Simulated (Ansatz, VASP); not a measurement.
Pt in VASP and in Ansatz

INCAR

```
SYSTEM = Pt
PREC = Accurate
ENCUT = 520
EDIFF = 1E-6
ISMEAR = 0
SIGMA = 0.15
LREAL = .False.
LASPH = .True.
NELM = 80
ALGO = Normal
ISIF = 2
LWAVE = .False.
LCHARG = .False.
GGA = CA
NBANDS = 11
```

The input KPOINTS:

```
regular mesh
0
Gamma
  20 20 20
  0 0 0
```

The input POSCAR:

```
Pt
1.0
    0.0000000000      1.9468328700      1.9809024452
    1.9468328700      0.0000000000      1.9809024452
    1.9468328700      1.9468328700      0.0000000000
Pt
1
Direct
    0.0000000000      0.0000000000      0.0000000000
```

Input for Ansatz:

```yaml
crystal:
  lattice:
    - [0.0, 1.94683287, 1.9809024452]
    - [1.94683287, 0.0, 1.9809024452]
    - [1.94683287, 1.94683287, 0.0]
  atoms:
    - { symbol: Pt, position: [0.0, 0.0, 0.0] }
basis:
  ecutwfc: 420
kpoints:
  mp_grid: { grid: [20, 20, 20] }
hamiltonian:
  xc: lda
scf:
  occupations: { method: gaussian, width: 0.15 }
output:
  forces: true
  stress: true
  eigenvalues: true
```

Change from the starting cell: normal strain along x +0.0000, normal strain along z +0.0175.

Alike in both runs: task single point; functional LDA; k mesh 20 × 20 × 20; occupations gaussian, width 0.15 eV; no spin polarisation.

|  | VASP | Ansatz |
| --- | --- | --- |
| version | VASP 6.6.1 | Ansatz 0.2.0 |
| potentials or method | VASP PAW LDA potentials, release 64 (Pt), cutoff 520 eV | scalar-relativistic, plane waves, PAW |
| valence electrons in the cell | 10 | 18 |

```csv
,VASP,Ansatz,Ansatz less VASP
gap on the k mesh at the Fermi level (eV),none,none,-
pressure (GPa),-4.2,-4.9,-0.70
"traceless stress, the component that is largest in VASP (GPa)",-1.27,-1.27,+0.003
```

LDA's correlation is that of Perdew and Zunger in VASP and of Perdew and Wang (1992) in Ansatz. A gap of «none» marks a metal or a gap that the smearing closes. VASP's potentials hold 10 valence electrons a cell and Ansatz's 18, so a difference there can come from the potentials and not from the codes.

Spin-orbit coupling is off throughout.
